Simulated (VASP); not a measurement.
# Ni (Im-3m) in VASP: single point with LDA

Aim: the single point of Ni with LDA.

Program: VASP 6.6.1. These are calculated values, not measurements. Logs are shortened: lines on timing, memory, paths and dates and some standing lists are left out, and cuts for length are marked.

**1. The cell of the first run**

It takes space group Im-3m (No. 229, cubic). The conventional cell has a = 2.833 Å, b = 2.833 Å, c = 2.833 Å, α = 90.00°, β = 90.00°, γ = 90.00°. Within 3.2 Å of Ni (site symmetry m-3m) lie 14 Ni at 2.45 to 2.83 Å.

**2. Single point, LDA, non-collinear spin, typed start**

The input, INCAR:

```
SYSTEM = Ni
PREC = Accurate ; ENCUT = 600
EDIFF = 1E-6 ; ISMEAR = 0
SIGMA = 0.1 ; LREAL = .False.
LASPH = .True. ; NELM = 200
ALGO = Normal ; ISIF = 2
LWAVE = .False. ; LCHARG = .False.
LNONCOLLINEAR = .True. ; MAGMOM = -1.869 0.325 -0.112 -0.241 1.446 -0.86
LORBIT = 11 ; LMAXMIX = 4
GGA = CA ; NBANDS = 32
GGA_COMPAT = .False.
```

The input, KPOINTS:

```
Automatic mesh
0
Gamma
  3 3 3
  0 0 0
```

The input, POSCAR:

```
Ni
1.0
    2.8329000000      0.0000000000      0.0000000000
    0.0000000000      2.8329000000      0.0000000000
    0.0000000000      0.0000000000      2.8329000000
Ni
2
Direct
    0.0000000000      0.0000000000      0.0000000000
    0.5000000000      0.5000000000      0.5000000000
```

Potentials or basis: VASP PAW LDA potentials, release 64 (Ni).

The run is started by

```bash
$ cat potpaw_LDA.64/Ni/POTCAR > POTCAR
$ mpirun -np 1 vasp_ncl > vasp.out
```

OUTCAR:

```text
SYSTEM = Ni
   PREC = Accurate
   ENCUT = 600
   EDIFF = 1E-6
   ISMEAR = 0
   LREAL = .False.
   LASPH = .True.
   NELM = 200
   ISIF = 2
   LNONCOLLINEAR = .True.
   LORBIT = 11
   GGA = CA

 ion  position               nearest neighbor table
   1  0.000  0.000  0.000-   2 2.45   2 2.45   2 2.45   2 2.45   2 2.45   2 2.45   2 2.45   2 2.45

   2  0.500  0.500  0.500-   1 2.45   1 2.45   1 2.45   1 2.45   1 2.45   1 2.45   1 2.45   1 2.45

  LATTYP: Found a simple cubic cell.
 ALAT       =     2.8329000000

  Lattice vectors:

 A1 = (   2.8329000000,   0.0000000000,   0.0000000000)
 A2 = (   0.0000000000,   2.8329000000,   0.0000000000)
 A3 = (   0.0000000000,   0.0000000000,   2.8329000000)

Analysis of symmetry for initial positions (statically):
=====================================================================
 Subroutine PRICEL returns following result:

  LATTYP: Found a body centered cubic cell.
 ALAT       =     2.8329000000

  Lattice vectors:

 A1 = (   1.4164500000,   1.4164500000,  -1.4164500000)
 A2 = (  -1.4164500000,   1.4164500000,   1.4164500000)
 A3 = (   1.4164500000,  -1.4164500000,   1.4164500000)

   2 primitive cells build up your supercell.

 Routine SETGRP: Setting up the symmetry group for a
 simple cubic supercell.

 Subroutine GETGRP returns: Found 48 space group operations
 (whereof 48 operations were pure point group operations)
 out of a pool of 48 trial point group operations.

The static configuration has the point symmetry O_h .

Analysis of symmetry for dynamics (positions and initial velocities):
=====================================================================
 Subroutine PRICEL returns following result:

  LATTYP: Found a body centered cubic cell.
 ALAT       =     2.8329000000

  Lattice vectors:

 A1 = (   1.4164500000,   1.4164500000,  -1.4164500000)
 A2 = (  -1.4164500000,   1.4164500000,   1.4164500000)
 A3 = (   1.4164500000,  -1.4164500000,   1.4164500000)

   2 primitive cells build up your supercell.

 Routine SETGRP: Setting up the symmetry group for a
 simple cubic supercell.

 Subroutine GETGRP returns: Found 48 space group operations
 (whereof 48 operations were pure point group operations)
 out of a pool of 48 trial point group operations.

The dynamic configuration has the point symmetry O_h .

Analysis of structural, dynamic, and magnetic symmetry:
=====================================================================
 Subroutine PRICEL returns:
 Original cell was already a primitive cell.

 Routine SETGRP: Setting up the symmetry group for a
 simple cubic supercell.

 Subroutine GETGRP returns: Found  2 space group operations
 (whereof  2 operations were pure point group operations)
 out of a pool of 48 trial point group operations.

The overall configuration has the point symmetry S_2 .

 Subroutine INISYM returns: Found  2 space group operations
 (whereof  2 operations are pure point group operations),
 and found     1 'primitive' translations

----------------------------------------------------------------------------------------

                                     Primitive cell

  volume of cell :      22.7349

  direct lattice vectors                    reciprocal lattice vectors
     2.832900000  0.000000000  0.000000000     0.352995164  0.000000000  0.000000000
     0.000000000  2.832900000  0.000000000     0.000000000  0.352995164  0.000000000
     0.000000000  0.000000000  2.832900000     0.000000000  0.000000000  0.352995164

  length of vectors
     2.832900000  2.832900000  2.832900000     0.352995164  0.352995164  0.352995164

  position of ions in fractional coordinates (direct lattice)
     0.000000000  0.000000000  0.000000000
[... 25 lines left out ...]
  Shift w.r.t. Gamma in fractional coordinates (k-lattice)
     0.000000000  0.000000000  0.000000000

 Subroutine IBZKPT returns following result:
 ===========================================

 Found     14 irreducible k-points:

 Following reciprocal coordinates:
            Coordinates               Weight
  0.000000  0.000000  0.000000      1.000000
  0.333333  0.000000  0.000000      2.000000
  0.000000  0.333333  0.000000      2.000000
  0.000000  0.000000  0.333333      2.000000
  0.333333  0.333333  0.000000      2.000000
  0.000000  0.333333  0.333333      2.000000
  0.333333  0.000000  0.333333      2.000000
 -0.333333  0.333333  0.000000      2.000000
 -0.333333  0.000000  0.333333      2.000000
  0.000000 -0.333333  0.333333      2.000000
  0.333333  0.333333  0.333333      2.000000
 -0.333333  0.333333  0.333333      2.000000
 -0.333333 -0.333333  0.333333      2.000000
  0.333333 -0.333333  0.333333      2.000000
   k-points           NKPTS =     14   k-points in BZ     NKDIM =     14   number of bands    NBANDS=     32
   number of dos      NEDOS =    301   number of ions     NIONS =      2
   total plane-waves  NPLWV =  13824
   dimension x,y,z NGX =    24 NGY =   24 NGZ =   24
   dimension x,y,z NGXF=    48 NGYF=   48 NGZF=   48
   ions per type =               2
   NGX,Y,Z   is equivalent  to a cutoff of  14.08, 14.08, 14.08 a.u.
   NGXF,Y,Z  is equivalent  to a cutoff of  28.17, 28.17, 28.17 a.u.
 SYSTEM =  Ni
   PREC   = accura    normal or accurate (medium, high low for compatibility)
   ISTART =      0    job   : 0-new  1-cont  2-samecut
   ICHARG =      2    charge: 1-file 2-atom 10-const
   ISPIN  =      1    spin polarized calculation?
   LNONCOLLINEAR =      T non collinear calculations
   LSORBIT =      F    spin-orbit coupling
   LASPH  =      T    aspherical Exc in radial PAW
   ENCUT  =  600.0 eV  44.10 Ry    6.64 a.u.   5.66  5.66  5.66*2*pi/ulx,y,z
   NELM   =    200;   NELMIN=  2; NELMDL= -5     # of ELM steps
   EDIFF  = 0.1E-05   stopping-criterion for ELM
   LREAL  =      F    real-space projection
   EDIFFG = 0.1E-04   stopping-criterion for IOM
   NSW    =      0    number of steps for IOM
   IBRION =     -1    ionic relax: 0-MD 1-quasi-New 2-CG
   NFREE  =      0    steps in history (QN), initial steepest desc. (CG)
   ISIF   =      2    stress and relaxation
   ISYM   =      2    0-nonsym 1-usesym 2-fastsym
   POTIM  = 0.5000    time-step for ionic-motion
   TEBEG  =    0.0;   TEEND  =   0.0 temperature during run
   PSTRESS=    0.0 pullay stress
   NELECT =      20.0000    total number of electrons
   NUPDOWN=      -1.0000    fix difference up-down
   EMIN   =  10.00;   EMAX   =-10.00  energy-range for DOS
   EFERMI =   0.00;   METHOD = LEGACY
   ISMEAR =     0;   SIGMA  =   0.10  broadening in eV -4-tet -1-fermi 0-gaus
   EFERMI_NEDOS =   21; number of points for ismear=-14 and -15
   IALGO  =     38    algorithm
   IMIX   =      4    mixing-type and parameters
     AMIX     =   0.40;   BMIX     =  1.00
     AMIX_MAG =   1.60;   BMIX_MAG =  1.00
  volume/ion in A,a.u.               =      11.37        76.71
  Fermi-wavevector in a.u.,A,eV,Ry     =   1.568629  2.964279 33.478456  2.460597
  Thomas-Fermi vector in A             =   2.670632
   LORBIT       =     11    0 simple, 1 ext, 2 COOP (PROOUT), +10 PAW based schemes
   GGA     = CA    functional components
   LHFCALC =     F    Hartree Fock is set to
   AEXX    =    0.0000 exact exchange contribution
   IVDW    =     0    specifies the selected vdW correction
   LEPSILON=     F    determine dielectric tensor
   LRPA    =     F    only Hartree local field effects (RPA)
 Gauss-broadening in eV      SIGMA  =   0.10
  energy-cutoff  :      600.00
  volume of cell :       22.73
 maximum number of plane-waves:      1534
 NGX is ok and might be reduce to    24
   NGX = 11   NGY = 11   NGZ = 11

 number of electron      19.9999988 magnetization      -0.9444125      0.8823462     -0.4890014

 Free energy of the ion-electron system (eV)
  ---------------------------------------------------
  ext. energy  EPLUGINS =         0.00000000
  ---------------------------------------------------
  free energy    TOTEN  =       -13.01347252 eV

  energy without entropy =      -12.98598220  energy(sigma->0) =      -12.99972736

 E-fermi :   8.2531     XC(G=0): -13.3526

 val. band max:        8.1642416931   @ k =  -0.3333  -0.3333   0.3333
 cond. band min:       8.2802422299   @ k =   0.0000   0.3333   0.0000
 fundamental gap:      0.1160005367
 Fermi energy:         8.2530957695

 k-point     1 :       0.0000    0.0000    0.0000
  band No.  band energies     occupation
      1      -0.2667      1.00000
      2      -0.2184      1.00000
      3       4.3567      1.00000
      4       4.3567      1.00000
      5       4.7816      1.00000
      6       4.7816      1.00000
[... 479 lines left out ...]
     31      21.1113      0.00000
     32      21.1113      0.00000

------------------------ aborting loop because EDIFF is reached ----------------------------------------

  FORCE on cell =-STRESS in cart. coord.  units (eV):
  Direction    XX          YY          ZZ          XY          YZ          ZX
  --------------------------------------------------------------------------------------
  -------------------------------------------------------------------------------------
  Total       -3.1811352     -3.1812020     -3.1811928      0.0000074      0.0000036     -0.0000002
  in kB     -224.1810888   -224.1857945   -224.1851490      0.0005215      0.0002533     -0.0000140
  external PRESSURE =    -224.1840108 kB  Pullay stress =       0.0000000 kB

 VOLUME and BASIS-vectors are now :
 -----------------------------------------------------------------------------
  energy-cutoff  :      600.00
  volume of cell :       22.73
      direct lattice vectors                 reciprocal lattice vectors
     2.832900000  0.000000000  0.000000000     0.352995164  0.000000000  0.000000000
     0.000000000  2.832900000  0.000000000     0.000000000  0.352995164  0.000000000
     0.000000000  0.000000000  2.832900000     0.000000000  0.000000000  0.352995164

 POSITION                                       TOTAL-FORCE (eV/Angst)
 -----------------------------------------------------------------------------------
      0.00000      0.00000      0.00000         0.000000      0.000000      0.000000
      1.41645      1.41645      1.41645         0.000000      0.000000      0.000000
 -----------------------------------------------------------------------------------
    total drift:                                0.000000     -0.000000     -0.000000

  FREE ENERGIE OF THE ION-ELECTRON SYSTEM (eV)
  ---------------------------------------------------
  free  energy   TOTEN  =       -13.0134725250 eV

  energy  without entropy=      -12.9859822034  energy(sigma->0) =      -12.99972736

 total charge

# of ion       s       p       d       tot
------------------------------------------
    1        0.482   0.449   8.318   9.249
    2        0.482   0.449   8.318   9.249
--------------------------------------------------
tot          0.964   0.899  16.636  18.498

 magnetization (x)

# of ion       s       p       d       tot
------------------------------------------
    1        0.004   0.013  -0.495  -0.478
    2        0.004   0.013  -0.495  -0.478
--------------------------------------------------
tot          0.009   0.026  -0.990  -0.955

 magnetization (y)

# of ion       s       p       d       tot
------------------------------------------
    1       -0.004  -0.012   0.462   0.446
    2       -0.004  -0.012   0.462   0.446
--------------------------------------------------
tot         -0.008  -0.024   0.925   0.892

 magnetization (z)

# of ion       s       p       d       tot
------------------------------------------
    1        0.002   0.007  -0.256  -0.247
    2        0.002   0.007  -0.256  -0.247
--------------------------------------------------
tot          0.005   0.013  -0.513  -0.495
```

Run time: 25 s. Hardware: 1 thread of Intel Xeon 6975P-C, shared host; peak memory 0.17 GiB.

What came out:

```yaml
Free_energy: -13.0135 eV
Pressure: -22.4 GPa
Band_gap_on_the_k_mesh: zero (band 20 reaches 8.79 eV, above the bottom of band 21 at 8.28 eV)
Net_moment: 1.38 μB per cell
Valence_electrons_inside_the_program's_atomic_spheres: Ni 9.25
```

Moments on the atoms (μB; x, y, z):
```
Ni  -0.48  0.45 -0.25
Ni  -0.48  0.45 -0.25
```

Caveat: the k points lie up to 0.74 Å⁻¹ apart.
